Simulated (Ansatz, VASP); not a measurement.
## Two plane-wave programs on AlNi3

```
Ni Al
1.0
     3.45114    0.00000    0.00000
     0.00000    3.45114    0.00000
     0.00000    0.00000    3.45114
Ni Al
3 1
Cartesian
  1.7256 1.7256 0.0000
  1.7256 0.0000 1.7256
  0.0000 1.7256 1.7256
  0.0000 0.0000 0.0000
```

Alike in both runs: task single point; functional PBE; k mesh 8 × 8 × 8; occupations fermi-dirac, width 0.05 eV; collinear spin.

|  | VASP | Ansatz |
| --- | --- | --- |
| version | VASP 6.6.1 | Ansatz 0.2.0 |
| potentials or method | VASP PAW PBE potentials, release 64 (Ni, Al) | Ansatz PAW |
| plane-wave cutoff (eV) | 520 | 420 |
| valence electrons in the cell | 33 | 57 |

```tsv
	VASP	Ansatz	Ansatz less VASP
gap on the k mesh at the Fermi level (eV)	none	none	-
pressure (GPa)	22.4	22.5	+0.18
net moment per atom (μB)	0.15	0.16	+0.009
size of the moment on the site where the two differ most (μB)	0.21	0.23	+0.024
```

Site moments also hang on the region over which each program counts them. A gap of «none» marks a metal or a gap that the smearing closes. VASP's potentials hold 33 valence electrons a cell and Ansatz's 57, so a difference there can come from the potentials and not from the codes.
